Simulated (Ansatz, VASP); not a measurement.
One calculation of Sr, two programs

INCAR

```
SYSTEM = Sr
PREC = Accurate
ENCUT = 520
EDIFF = 1E-6
ISMEAR = 0
SIGMA = 0.03
LREAL = .FALSE.
LASPH = .TRUE.
NELM = 100
ALGO = Fast
ISIF = 2
LWAVE = .FALSE.
LCHARG = .FALSE.
GGA = PS
NBANDS = 11
```

Contents of KPOINTS:

```
regular mesh
0
G
  10 10 10
  0 0 0
```

Contents of POSCAR:

```
Sr
1.0
    0.0000000000      3.1944675000      3.0423500000
    3.1944675000      0.0000000000      3.0423500000
    3.1944675000      3.1944675000      0.0000000000
Sr
1
Direct
    0.0000000000      0.0000000000      0.0000000000
```

Input for Ansatz:

```yaml
crystal:
  lattice:
    - [0.0, 3.1944675, 3.04235]
    - [3.1944675, 0.0, 3.04235]
    - [3.1944675, 3.1944675, 0.0]
  atoms:
    - { symbol: Sr, position: [0.0, 0.0, 0.0] }
basis:
  ecutwfc: 420
kpoints:
  mp_grid: { grid: [10, 10, 10] }
hamiltonian:
  xc: pbesol
scf:
  occupations: { method: gaussian, width: 0.03 }
output:
  forces: true
  stress: true
  eigenvalues: true
```

Change from the starting cell: strain +0.050 along x and y, +0.000 along z, atoms carried along.

Alike in both runs: task single point; functional PBEsol; k mesh 10 × 10 × 10; occupations gaussian, width 0.03 eV; no spin polarisation.

|  | VASP | Ansatz |
| --- | --- | --- |
| version | VASP 6.6.1 | Ansatz 0.2.0 |
| potentials or method | VASP PAW PBE potentials, release 64 (Sr_sv), cutoff 520 eV | scalar-relativistic, plane waves, PAW |
| valence electrons in the cell | 10 | 10 |

```tsv
	VASP	Ansatz	Ansatz less VASP
gap on the k mesh at the Fermi level (eV)	none	none	-
pressure (GPa)	-1.6	-1.6	-0.01
traceless stress, the component that is largest in VASP (GPa)	0.09	0.09	0.000
```

VASP's potentials were made for PBE, not for PBEsol. A gap of «none» marks a metal or a gap that the smearing closes. The functional is the same, so the differences come from potentials, cutoffs and numerics.
